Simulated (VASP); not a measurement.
Crystal: Si2C.

```xyz
6
Lattice="2.7518 0.0000 0.0000 -1.3759 2.3831 0.0000 0.0000 0.0000 10.8482" Properties=species:S:1:pos:R:3 pbc="T T T"
Si    0.0000    1.5887    6.7367
Si    1.3759    0.7944    1.3126
Si    0.0000    1.5887    9.5355
Si    1.3759    0.7944    4.1115
C     0.0000    1.5887    2.7120
C     1.3759    0.7944    8.1361
```

| Quantity | Value |
| --- | --- |
| Program | VASP 6.6.1 |
| Task | relaxation of cell and atoms |
| Functional | PBE |
| Potentials or basis | VASP PAW PBE potentials, release 64 (Si, C) |
| Cutoff | 600 eV |
| k mesh | 6 × 6 × 2 |
| Occupations | gaussian, width 0.1 eV |
| Spin | no spin polarisation |

At the start: pressure -4.5 GPa; volume 11.86 Å³/atom.

Task: How do energy, volume and symmetry change on relaxing?

Result: Over 27 steps the energy falls by 386.6 meV/atom and the volume is 10.93 Å³/atom (-7.8 %); space group P6_3/mmc (No. 194, to 0.05 Å).

The path:
```
step  energy change (eV)  largest force (eV/Å)  pressure (GPa)  volume (Å³)
   1              0.0000                1.6759           -4.50        71.14
   2             -1.2441                0.6713            7.20        67.63
   3              3.1977               12.3471           54.98        61.45
   4             -1.3178                0.2839            7.84        67.08
   5             -0.5421                4.9297           27.31        64.07
   6             -1.3792                0.4065           10.32        66.54
   7             -1.3845                3.1378            9.90        68.90
   8             -1.5635                1.7301            9.93        67.77
   9             -1.8214                0.4973           -1.96        72.26
  10             -1.8216                0.4699           -2.23        72.38
  11             -1.8509                0.2572           -2.12        71.53
  12             -1.8866                0.1548           -1.85        69.54
  13             -1.9005                0.1092           -1.58        69.19
  14             -1.9570                0.1695           -1.12        68.14
  15             -2.0864                0.2710            1.11        66.07
  16             -2.1745                0.1975            9.11        62.01
  17             -2.1762                0.3314            6.61        62.98
  18             -2.1789                0.2628            7.71        62.53
  19             -2.2125                0.0744            8.65        62.17
  20             -2.2149                0.0146            9.08        62.05
  21             -2.2548                0.0137            6.95        62.78
  22             -2.3158                0.1383            1.17        64.98
  23             -2.3181                0.1670            0.01        65.49
  24             -2.3181                0.1708           -0.15        65.56
  25             -2.3191                0.0850           -0.02        65.57
  26             -2.3194                0.0199            0.08        65.58
  27             -2.3195                0.0103            0.04        65.60
```

Final structure:
```xyz
6
Lattice="2.9319 0.0000 0.0000 -1.4659 2.5391 0.0000 0.0000 0.0000 8.8114" Properties=species:S:1:pos:R:3 pbc="T T T"
Si    0.0000    1.6927    5.3999
Si    1.4659    0.8464    0.9942
Si    0.0000    1.6927    7.8173
Si    1.4659    0.8464    3.4116
C     0.0000    1.6927    2.2029
C     1.4659    0.8464    6.6086
```

Caveat: the k points lie up to 0.41 Å⁻¹ apart in the final cell.
